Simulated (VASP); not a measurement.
# CdSe (Imm2) in VASP: relaxation of the atoms with LDA

Aim: the relaxation of the atoms of CdSe with LDA.

Program: VASP 6.6.1. These are calculated values, not measurements. Logs are shortened: lines on timing, memory, paths and dates and some standing lists are left out, and cuts for length are marked.

### 1 The cell of the first run

The structure is orthorhombic, space group Imm2 (No. 44). Conventional cell: a = 4.206 Å, b = 4.285 Å, c = 5.948 Å, α = 90.00°, β = 90.00°, γ = 90.00°. Within 3.4 Å of Cd (site symmetry mm2) lie 4 Se at 2.59 to 2.60 Å. Within 3.4 Å of Se (site symmetry mm2) lie 4 Cd at 2.59 to 2.60 Å.

### 2 Relaxation of the atoms, LDA (strained cell)

INCAR

```
SYSTEM = CdSe
PREC     = Accurate       ! precision mode
ENCUT    = 450            ! plane-wave cutoff, eV
EDIFF    = 1E-7           ! SCF threshold, eV
ISMEAR   = 0              ! smearing method
SIGMA    = 0.02           ! smearing width, eV
LREAL    = .False.        ! projectors in reciprocal space
LASPH    = .True.         ! aspherical terms in the spheres
NELM     = 120            ! most SCF steps
ALGO     = Normal         ! electronic algorithm
ISIF     = 2              ! what is computed and relaxed
LWAVE    = .False.        ! write WAVECAR
LCHARG   = .False.        ! write CHGCAR
IBRION   = 2              ! ionic algorithm
NSW      = 60             ! ionic steps
EDIFFG   = -0.002         ! ionic threshold
GGA_COMPAT= .False.      
NELMIN   = 4
```

KPOINTS

```
regular mesh
0
Gamma
  10 10 10
  0 0 0
```

POSCAR

```
CdSe
1.0
    0.0279856495      3.0020176872      2.9740320376
    3.0020176872      0.0279856495      2.9740320376
    3.0300033367      3.0300033367      0.0000000000
Cd Se
1 1
Direct
    0.0018095929      0.0018095929     -0.0018095929
    0.2481904071      0.2481904071      0.2518095929
```

Potentials or basis: VASP PAW LDA potentials, release 64 (Cd, Se).

The run is started by

```bash
> cat potpaw_LDA.64/Cd/POTCAR potpaw_LDA.64/Se/POTCAR > POTCAR
> mpirun -np 1 vasp_std > vasp.out
```

OUTCAR:

```text
SYSTEM = CdSe
   PREC = Accurate
   ENCUT = 450
   EDIFF = 1E-7
   ISMEAR = 0
   LREAL = .False.
   LASPH = .True.
   NELM = 120
   ISIF = 2
   IBRION = 2
   NSW = 60
   EDIFFG = -0.002
   NELMIN = 4

 ion  position               nearest neighbor table
   1  0.002  0.002  0.998-   2 2.59   2 2.59   2 2.60   2 2.60
   2  0.248  0.248  0.252-   1 2.59   1 2.59   1 2.60   1 2.60

  LATTYP: Found a body centered orthorhombic cell.
 ALAT       =     4.2059164426
 B/A-ratio  =     1.0188200054
 C/A-ratio  =     1.4142135623

  Lattice vectors:

 A1 = (   3.0020176872,   0.0279856495,  -2.9740320376)
 A2 = (  -3.0020176872,  -0.0279856495,  -2.9740320376)
 A3 = (   0.0279856495,   3.0020176872,   2.9740320376)

Analysis of symmetry for initial positions (statically):
=====================================================================
 Subroutine PRICEL returns:
 Original cell was already a primitive cell.

 Routine SETGRP: Setting up the symmetry group for a
 body centered orthorhombic supercell.

 Subroutine GETGRP returns: Found  4 space group operations
 (whereof  4 operations were pure point group operations)
 out of a pool of  8 trial point group operations.

The static configuration has the point symmetry C_2v.

Analysis of symmetry for dynamics (positions and initial velocities):
=====================================================================
 Subroutine PRICEL returns:
 Original cell was already a primitive cell.

 Routine SETGRP: Setting up the symmetry group for a
 body centered orthorhombic supercell.

 Subroutine GETGRP returns: Found  4 space group operations
 (whereof  4 operations were pure point group operations)
 out of a pool of  8 trial point group operations.

The dynamic configuration has the point symmetry C_2v.

 Subroutine INISYM returns: Found  4 space group operations
 (whereof  4 operations are pure point group operations),
 and found     1 'primitive' translations

----------------------------------------------------------------------------------------

                                     Primitive cell

  volume of cell :      53.6000

  direct lattice vectors                    reciprocal lattice vectors
     0.027985650  3.002017687  2.974032038    -0.168121928  0.168121928  0.168121928
     3.002017687  0.027985650  2.974032038     0.168121928 -0.168121928  0.168121928
     3.030003337  3.030003337  0.000000000     0.165016320  0.165016320 -0.168121928

  length of vectors
     4.225844289  4.225844289  4.285071813     0.291195721  0.291195721  0.287620852

  position of ions in fractional coordinates (direct lattice)
     0.001809593  0.001809593  0.998190407
     0.248190407  0.248190407  0.251809593

  ion indices of the primitive-cell ions
   primitive index   ion index
                 1           1
                 2           2

----------------------------------------------------------------------------------------

 KPOINTS: regular mesh

Automatic generation of k-mesh.
 Grid dimensions read from file:
 generate k-points for:   10   10   10

 Generating k-lattice:

  Cartesian coordinates                     Fractional coordinates (reciprocal lattice)
    -0.016812193  0.016812193  0.016812193     0.100000000  0.000000000  0.000000000
     0.016812193 -0.016812193  0.016812193     0.000000000  0.100000000  0.000000000
     0.016501632  0.016501632 -0.016812193     0.000000000  0.000000000  0.100000000

  Length of vectors
     0.029119572  0.029119572  0.028762085

  Shift w.r.t. Gamma in fractional coordinates (k-lattice)
     0.000000000  0.000000000  0.000000000

 Subroutine IBZKPT returns following result:
 ===========================================

 Found    171 irreducible k-points:

 Following reciprocal coordinates:
            Coordinates               Weight
  0.000000  0.000000  0.000000      1.000000
  0.100000 -0.000000  0.000000      4.000000
  0.200000 -0.000000  0.000000      4.000000
  0.300000  0.000000  0.000000      4.000000
  0.400000 -0.000000  0.000000      4.000000
  0.500000 -0.000000  0.000000      2.000000
[... 16 lines left out ...]
  0.300000  0.300000  0.000000      2.000000
  0.400000  0.300000  0.000000      4.000000
 [... further k-points ...]
   k-points           NKPTS =    171   k-points in BZ     NKDIM =    171   number of bands    NBANDS=     13
   number of dos      NEDOS =    301   number of ions     NIONS =      2
   total plane-waves  NPLWV =  27000
   dimension x,y,z NGX =    30 NGY =   30 NGZ =   30
   dimension x,y,z NGXF=    60 NGYF=   60 NGZF=   60
   ions per type =               1   1
   NGX,Y,Z   is equivalent  to a cutoff of  11.80, 11.80, 11.64 a.u.
   NGXF,Y,Z  is equivalent  to a cutoff of  23.60, 23.60, 23.28 a.u.
 SYSTEM =  CdSe
   PREC   = accura    normal or accurate (medium, high low for compatibility)
   ISTART =      0    job   : 0-new  1-cont  2-samecut
   ICHARG =      2    charge: 1-file 2-atom 10-const
   ISPIN  =      1    spin polarized calculation?
   LNONCOLLINEAR =      F non collinear calculations
   LSORBIT =      F    spin-orbit coupling
   LASPH  =      T    aspherical Exc in radial PAW
   ENCUT  =  450.0 eV  33.07 Ry    5.75 a.u.   7.31  7.31  7.41*2*pi/ulx,y,z
   NELM   =    120;   NELMIN=  4; NELMDL= -5     # of ELM steps
   EDIFF  = 0.1E-06   stopping-criterion for ELM
   LREAL  =      F    real-space projection
   EDIFFG = -.2E-02   stopping-criterion for IOM
   NSW    =     60    number of steps for IOM
   IBRION =      2    ionic relax: 0-MD 1-quasi-New 2-CG
   NFREE  =      1    steps in history (QN), initial steepest desc. (CG)
   ISIF   =      2    stress and relaxation
   ISYM   =      2    0-nonsym 1-usesym 2-fastsym
   POTIM  = 0.5000    time-step for ionic-motion
   TEBEG  =    0.0;   TEEND  =   0.0 temperature during run
   PSTRESS=    0.0 pullay stress
   NELECT =      18.0000    total number of electrons
   NUPDOWN=      -1.0000    fix difference up-down
   EMIN   =  10.00;   EMAX   =-10.00  energy-range for DOS
   EFERMI =   0.00;   METHOD = LEGACY
   ISMEAR =     0;   SIGMA  =   0.02  broadening in eV -4-tet -1-fermi 0-gaus
   EFERMI_NEDOS =   21; number of points for ismear=-14 and -15
   IALGO  =     38    algorithm
   IMIX   =      4    mixing-type and parameters
     AMIX     =   0.40;   BMIX     =  1.00
     AMIX_MAG =   1.60;   BMIX_MAG =  1.00
  volume/ion in A,a.u.               =      26.80       180.86
  Fermi-wavevector in a.u.,A,eV,Ry     =   1.137918  2.150353 17.617596  1.294857
  Thomas-Fermi vector in A             =   2.274622
   LORBIT       =      0    0 simple, 1 ext, 2 COOP (PROOUT), +10 PAW based schemes
   GGA     = CA    functional components
   LHFCALC =     F    Hartree Fock is set to
   AEXX    =    0.0000 exact exchange contribution
   IVDW    =     0    specifies the selected vdW correction
   LEPSILON=     F    determine dielectric tensor
   LRPA    =     F    only Hartree local field effects (RPA)
 conjugate gradient relaxation of ions
 non-spin polarized calculation
 Gauss-broadening in eV      SIGMA  =   0.02
  energy-cutoff  :      450.00
  volume of cell :       53.60
 maximum number of plane-waves:      1187
 NGX is ok and might be reduce to    30
   NGX = 15   NGY = 15   NGZ = 15

--------------------------------------- Ionic step        1  -------------------------------------------

 number of electron      18.0000000 magnetization

 Free energy of the ion-electron system (eV)
  ---------------------------------------------------
  ext. energy  EPLUGINS =         0.00000000
  ---------------------------------------------------
  free energy    TOTEN  =        -6.75681354 eV

  energy without entropy =       -6.75681354  energy(sigma->0) =       -6.75681354

------------------------ aborting loop because EDIFF is reached ----------------------------------------

  FORCE on cell =-STRESS in cart. coord.  units (eV):
  Direction    XX          YY          ZZ          XY          YZ          ZX
  --------------------------------------------------------------------------------------
  -------------------------------------------------------------------------------------
  Total        0.3320805      0.3320805      0.3854999     -0.1753309      0.0000000      0.0000000
  in kB        9.9263494      9.9263494     11.5231291     -5.2408842      0.0000000      0.0000000
  external PRESSURE =      10.4586093 kB  Pullay stress =       0.0000000 kB
[... 93 lines left out ...]
  energy  without entropy=       -6.7568557434  energy(sigma->0) =       -6.75685574

--------------------------------------- Ionic step        4  -------------------------------------------

 number of electron      18.0000000 magnetization

 Free energy of the ion-electron system (eV)
  ---------------------------------------------------
  ext. energy  EPLUGINS =         0.00000000
  ---------------------------------------------------
  free energy    TOTEN  =        -6.75685724 eV

  energy without entropy =       -6.75685724  energy(sigma->0) =       -6.75685724

 E-fermi :   1.3607     XC(G=0):  -9.5061

 val. band max:        1.2535136027   @ k =   0.0000   0.0000   0.0000
 cond. band min:       1.6790499837   @ k =   0.0000   0.0000   0.0000
 fundamental gap:      0.4255363810
 Fermi energy:         1.3607177249

 k-point     1 :       0.0000    0.0000    0.0000
  band No.  band energies     occupation
      1     -11.7115      2.00000
      2      -6.9211      2.00000
      3      -6.9107      2.00000
      4      -6.9079      2.00000
      5      -6.4813      2.00000
      6      -6.4776      2.00000
      7       1.1658      2.00000
      8       1.2370      2.00000
      9       1.2535      2.00000
     10       1.6790      0.00000
     11       6.9106      0.00000
     12       7.0171      0.00000
     13       7.1236      0.00000
[... 353 lines left out ...]
 k-point    24 :       0.4000    0.3000    0.0000
  band No.  band energies     occupation
      1     -11.2587      2.00000
      2      -6.7302      2.00000
      3      -6.6887      2.00000
      4      -6.6454      2.00000
      5      -6.4275      2.00000
      6      -6.3012      2.00000
      7      -2.5009      2.00000
      8      -0.5674      2.00000
      9      -0.5366      2.00000
     10       4.4862      0.00000
     11       5.2871      0.00000
     12       8.7247      0.00000
     13       9.7976      0.00000

 [... further k-points ...]
[... 5 lines left out ...]
  --------------------------------------------------------------------------------------
  -------------------------------------------------------------------------------------
  Total        0.3302442      0.3302442      0.3828372     -0.1447318      0.0000000      0.0000000
  in kB        9.8714595      9.8714595     11.4435381     -4.3262344      0.0000000      0.0000000
  external PRESSURE =      10.3954857 kB  Pullay stress =       0.0000000 kB
[... 17 lines left out ...]
  FREE ENERGIE OF THE ION-ELECTRON SYSTEM (eV)
  ---------------------------------------------------
  free  energy   TOTEN  =        -6.7568572411 eV

  energy  without entropy=       -6.7568572411  energy(sigma->0) =       -6.75685724

 reached required accuracy - stopping structural energy minimisation
```

Run time: 2.4 min. Hardware: 1 thread of Intel Xeon Platinum 8259CL at 2.50GHz (Skylake/Cascade Lake), shared host; peak memory 0.23 GiB.

Results:

| Quantity | Value |
| --- | --- |
| Free energy | -6.7569 eV |
| Energy gained by relaxing | 0.0 meV/atom |
| Ionic steps | 4 |
| Pressure after relaxing | 1.0 GPa |
| Band gap on the k mesh | 0.43 eV |

Final structure:
```cif
data_structure
_symmetry_space_group_name_H-M 'P 1'
_symmetry_Int_Tables_number 1
_cell_length_a 4.2258
_cell_length_b 4.2258
_cell_length_c 4.2851
_cell_angle_alpha 59.535
_cell_angle_beta 59.535
_cell_angle_gamma 59.688
_cell_volume 53.60
loop_
_atom_site_label
_atom_site_type_symbol
_atom_site_fract_x
_atom_site_fract_y
_atom_site_fract_z
_atom_site_occupancy
Cd1 Cd 0.00215 0.00215 0.99785 1
Se1 Se 0.24785 0.24785 0.25215 1
```

Levels at points of the mesh, in eV from the valence-band top:
```
           k point  band 5  band 6  band 7  band 8  band 9  band 10  band 11  band 12  band 13
(0.00, 0.00, 0.00)   -7.73   -7.73   -0.09   -0.02    0.00     0.43     5.66     5.76     5.87
(0.50, 0.00, 0.00)   -7.70   -7.39   -4.78   -0.95   -0.84     2.15     6.21     6.28     7.31
(0.50, 0.50, 0.00)   -7.66   -7.32   -4.38   -2.20   -2.03     2.76     3.59     9.15    10.27
(0.00, 0.00, 0.50)   -7.70   -7.42   -4.83   -0.86   -0.83     2.28     6.31     6.37     7.27
(0.50, 0.00, 0.50)   -7.66   -7.34   -4.44   -2.09   -2.07     2.82     3.64     9.03    10.25
```

Caveat: the cell differs from its parent crystal (strained cell).
